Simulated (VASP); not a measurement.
# AlCo in VASP: a series of runs, part 2 of 2

VASP 6.6.1.

### Step 3. Relaxation of cell and atoms, PBEsol, target pressure -2 GPa, at which the enthalpy is minimised

This run uses another cell than the first one, of 11.46 Å³/atom, 1.039 times its volume.

Input file INCAR:

```
SYSTEM = AlCo
  ALGO = Normal
  EDIFF = 1E-7
  EDIFFG = -0.008
  ENCUT = 600
  GGA = PS
  IBRION = 2
  ISIF = 3
  ISMEAR = 0
  LASPH = .True.
  LCHARG = .False.
  LREAL = .False.
  LWAVE = .False.
  NELM = 80
  NSW = 70
  PREC = Accurate
  PSTRESS = -20.0
  SIGMA = 0.1
```

Input file KPOINTS:

```
k-points
0
Gamma
  14 14 14
  0 0 0
```

Input file POSCAR:

```
AlCo
1.0
    2.8408008352      0.0000000000      0.0000000000
    0.0000000000      2.8408008352      0.0000000000
    0.0000000000      0.0000000000      2.8408008352
Al Co
1 1
Direct
    0.0000000000      0.0000000000      0.0000000000
    0.5000000000      0.5000000000      0.5000000000
```

Potentials or basis: VASP PAW PBE potentials, release 64 (Al, Co).

Started as:

```sh
> cat potpaw_PBE.64/Al/POTCAR potpaw_PBE.64/Co/POTCAR > POTCAR
> mpirun -np 1 vasp_std > vasp.out
```

It took 70 s on 1 thread of AMD EPYC 7R13, shared host; peak memory 0.15 GiB.

Results (log left out):

```
Free energy                                            : -13.0827 eV
Relaxed volume                                         : 11.36 Å³/atom
Relaxed cell                                           : a = 2.833 Å, b = 2.833 Å, c = 2.833 Å, α = 90.00°, β = 90.00°, γ = 90.00°
Space group after relaxing (to 0.05 Å)                 : Pm-3m (No. 221)
Energy change on relaxing (the enthalpy is what falls) : -1.7 meV/atom
Ionic steps                                            : 3
Pressure after relaxing                                : -2.0 GPa
Band gap on the k mesh                                 : zero (band 6 reaches 13.06 eV, above the bottom of band 7 at 10.43 eV)
```

The path:
```
step  energy change (eV)  largest force (eV/Å)  pressure (GPa)  volume (Å³)
   1              0.0000                0.0000           -3.54        22.93
   2             -0.0048                0.0000           -0.59        22.56
   3             -0.0034                0.0000           -1.99        22.73
```

Final structure:
```xyz
2
Lattice="2.8327 0.0000 0.0000 0.0000 2.8327 0.0000 0.0000 0.0000 2.8327" Properties=species:S:1:pos:R:3 pbc="T T T"
Al    0.0000    0.0000    0.0000
Co    1.4163    1.4163    1.4163
```

Levels at points of the mesh, in eV from the Fermi level:
```
           k point  band 4  band 5  band 6  band 7  band 8  band 9
(0.00, 0.00, 0.00)   -0.84   -0.84   -0.84    6.05    6.05    6.05
(0.50, 0.00, 0.00)   -1.74   -1.74   -0.73    0.17    8.43   10.68
(0.50, 0.50, 0.00)   -2.71   -1.53   -1.53   -0.27    2.45    3.60
(0.50, 0.50, 0.50)   -0.23   -0.23    2.36    2.36    2.36    4.31
```

Caveat: the cell is relaxed towards a set pressure, so the enthalpy falls and the energy may rise; the PAW data sets were made with another functional, which shifts forces and pressure a little. Spin polarisation is off, so any magnetic state and its effect on volume and gap are missing.

### Step 4. Single point, PBEsol

This run uses another cell than the first one, of 11.24 Å³/atom, 1.019 times its volume.

Input file INCAR:

```
SYSTEM = AlCo
  PREC = Accurate
  ENCUT = 520
  EDIFF = 1E-6
  ISMEAR = 0
  SIGMA = 0.1
  LREAL = .False.
  LASPH = .True.
  NELM = 100
  ALGO = Normal
  ISIF = 2
  LWAVE = .False.
  LCHARG = .False.
  GGA = PS
  NBANDS = 13
```

Input file KPOINTS:

```
regular mesh
0
Gamma
  18 18 18
  0 0 0
```

Input file POSCAR:

```
AlCo
1.0
    2.8225855357      0.0000000000      0.0000000000
    0.0000000000      2.8225855357      0.0000000000
    0.0000000000      0.0000000000      2.8225855357
Al Co
1 1
Direct
    0.0000000000      0.0000000000      0.0000000000
    0.5000000000      0.5000000000      0.5000000000
```

Started as:

```sh
> cat potpaw_PBE.64/Al/POTCAR potpaw_PBE.64/Co/POTCAR > POTCAR
> mpirun -np 1 vasp_std > vasp.out
```

Run time: 17 s. Hardware: 1 thread of Intel Xeon 6975P-C (Granite Rapids), shared host; peak memory 0.19 GiB.

Results (log left out):

```yaml
Free_energy: -13.0836 eV
Pressure: 0.1 GPa
Band_gap_on_the_k_mesh: zero (band 6 reaches 13.20 eV, above the bottom of band 7 at 10.57 eV)
```

Levels at points of the mesh, in eV from the Fermi level:
```
           k point  band 3  band 4  band 5  band 6  band 7  band 8  band 9  band 10
(0.00, 0.00, 0.00)   -3.11   -0.84   -0.84   -0.84    6.12    6.12    6.12     8.89
(0.50, 0.00, 0.00)   -2.49   -1.75   -1.75   -0.73    0.19    8.47   10.76    10.76
(0.50, 0.50, 0.00)   -2.72   -2.72   -1.54   -1.54   -0.26    2.50    3.68    13.11
(0.50, 0.50, 0.50)   -4.05   -0.22   -0.22    2.38    2.38    2.38    4.43     5.54
```

Caveat: the PAW data sets were made with another functional, which shifts forces and pressure a little. Spin polarisation is off, so any magnetic state and its effect on volume and gap are missing.

### Step 5. Single point, PBEsol (uniaxial strain along a: -2.0 %, then relaxed in part)

Input file INCAR:

```
SYSTEM = AlCo
ALGO = Fast ; EDIFF = 1E-7
ENCUT = 520 ; GGA = PS
ISIF = 2 ; ISMEAR = 0
LASPH = .True. ; LCHARG = .False.
LREAL = .False. ; LWAVE = .False.
NBANDS = 13 ; NELM = 60
PREC = Accurate ; SIGMA = 0.1
```

Input file KPOINTS:

```
k-points
0
Gamma
  18 18 18
  0 0 0
```

Input file POSCAR:

```
AlCo
1.0
    2.7661338250      0.0000000000      0.0000000000
    0.0000000000      2.8385224743      0.0000000000
    0.0000000000      0.0000000000      2.8385224743
Al Co
1 1
Direct
    0.0000000000      0.0000000000      0.0000000000
    0.5000000000      0.5000000000      0.5000000000
```

Started as:

```sh
> cat potpaw_PBE.64/Al/POTCAR potpaw_PBE.64/Co/POTCAR > POTCAR
> mpirun -np 1 vasp_std > vasp.out
```

Wall time 58 s (1 thread of Intel Xeon 6975P-C (Granite Rapids), shared host); peak memory 0.28 GiB.

Results (log left out):

- Free energy: -13.0760 eV
- Pressure: 1.9 GPa
- Band gap on the k mesh: zero (band 6 reaches 13.30 eV, above the bottom of band 7 at 10.63 eV)

Stress tensor (GPa, compression positive):
```
5.58 0.00 0.00
0.00 0.04 0.00
0.00 0.00 0.04
```

Levels at points of the mesh, in eV from the Fermi level:
```tsv
k point	band 2	band 3	band 4	band 5	band 6	band 7	band 8	band 9	band 10	band 11
(0.00, 0.00, 0.00)	-3.16	-3.11	-0.91	-0.80	-0.80	5.86	5.86	6.84	8.84	9.00
(0.50, 0.00, 0.00)	-6.66	-2.49	-1.82	-1.82	-0.78	0.37	8.49	10.58	10.58	12.04
(0.00, 0.50, 0.00)	-6.84	-2.53	-1.84	-1.63	-0.69	0.12	8.47	10.50	11.40	11.75
(0.50, 0.50, 0.00)	-3.20	-2.74	-2.58	-1.61	-1.59	-0.22	2.63	3.83	13.01	15.88
(0.00, 0.50, 0.50)	-3.25	-2.85	-2.85	-1.45	-1.45	-0.31	2.37	3.58	13.68	16.64
(0.50, 0.50, 0.50)	-4.08	-4.08	-0.26	-0.15	2.36	2.36	2.46	4.53	5.39	5.70
```

Caveat: the cell differs from its parent crystal (uniaxial strain along a: -2.0 %, then relaxed in part); the PAW data sets were made with another functional, which shifts forces and pressure a little. Spin polarisation is off, so any magnetic state and its effect on volume and gap are missing.

### Step 6. Single point, PBEsol (uniaxial strain along a: -2.0 %)

Input file INCAR:

```
  PREC = Accurate
  ENCUT = 520
  EDIFF = 1E-7
  ISMEAR = 0
  SIGMA = 0.1
  LREAL = False
  LASPH = True
  NELM = 60
  ALGO = Fast
  ISIF = 2
  LWAVE = False
  LCHARG = False
  GGA = PS
  NBANDS = 13
```

Input file KPOINTS:

```
regular mesh
0
Gamma
  18 18 18
```

Input file POSCAR:

```
AlCo
1.0
    2.7661338250      0.0000000000      0.0000000000
    0.0000000000      2.8366984634      0.0000000000
    0.0000000000      0.0000000000      2.8366984634
Al Co
1 1
Direct
    0.0000000000      0.0000000000      0.0000000000
    0.5000000000      0.5000000000      0.5000000000
```

Potentials or basis: VASP PAW PBE potentials, release 64 (Al, Co).

Started as:

```sh
> cat potpaw_PBE.64/Al/POTCAR potpaw_PBE.64/Co/POTCAR > POTCAR
> mpirun -np 1 vasp_std > vasp.out
```

It took 56 s on 1 thread of Intel Xeon 6975P-C (Granite Rapids), shared host; peak memory 0.28 GiB.

Results (log left out):

```yaml
Free_energy: -13.0759 eV
Pressure: 2.1 GPa
Band_gap_on_the_k_mesh: zero (band 6 reaches 13.31 eV, above the bottom of band 7 at 10.65 eV)
```

Stress tensor (GPa, compression positive):
```
5.75 0.00 0.00
0.00 0.33 0.00
0.00 0.00 0.33
```

Levels at points of the mesh, in eV from the Fermi level:
```csv
k point,band 2,band 3,band 4,band 5,band 6,band 7,band 8,band 9,band 10,band 11
"(0.00, 0.00, 0.00)",-3.17,-3.12,-0.91,-0.81,-0.81,5.87,5.87,6.83,8.85,9.00
"(0.50, 0.00, 0.00)",-6.67,-2.49,-1.82,-1.82,-0.78,0.37,8.49,10.59,10.59,12.05
"(0.00, 0.50, 0.00)",-6.84,-2.53,-1.84,-1.64,-0.69,0.12,8.47,10.51,11.39,11.77
"(0.50, 0.50, 0.00)",-3.20,-2.75,-2.59,-1.61,-1.60,-0.22,2.63,3.84,13.03,15.89
"(0.00, 0.50, 0.50)",-3.25,-2.85,-2.85,-1.46,-1.46,-0.31,2.38,3.59,13.69,16.64
"(0.50, 0.50, 0.50)",-4.09,-4.09,-0.26,-0.15,2.36,2.36,2.46,4.54,5.40,5.70
```

Caveat: the cell differs from its parent crystal (uniaxial strain along a: -2.0 %); the PAW data sets were made with another functional, which shifts forces and pressure a little. Spin polarisation is off, so any magnetic state and its effect on volume and gap are missing.

### Step 7. Summary

| task | cell | k mesh | cutoff (eV) | gap on the mesh (eV) | pressure (GPa) |
| --- | --- | --- | --- | --- | --- |
| relaxation of cell and atoms | relaxed to 2 GPa from a = 2.805 Å, 2 atoms | 14 × 14 × 14 | 600 | none | 2.0 |
| relaxation of cell and atoms | relaxed to -2 GPa from a = 2.841 Å, 2 atoms | 14 × 14 × 14 | 600 | none | -2.0 |
| single point | a = 2.823 Å, 2 atoms | 18 × 18 × 18 | 520 | none | 0.1 |
| single point | a = 2.766, b = 2.839, c = 2.839 Å, 2 atoms | 18 × 18 × 18 | 520 | none | 1.9 |
| single point | a = 2.766, b = 2.837, c = 2.837 Å, 2 atoms | 18 × 18 × 18 | 520 | none | 2.1 |

Alike in all rows: level PBEsol; potentials or basis VASP PAW PBE potentials, release 64 (Al, Co); no spin polarisation; smearing gaussian 0.1 eV.

Caveats: the PAW data sets were made with another functional, which shifts forces and pressure a little; the cell is relaxed towards a set pressure, so the enthalpy falls and the energy may rise (some runs).

Total energies depend on the potentials used, so only differences within one code and one set of settings carry meaning.
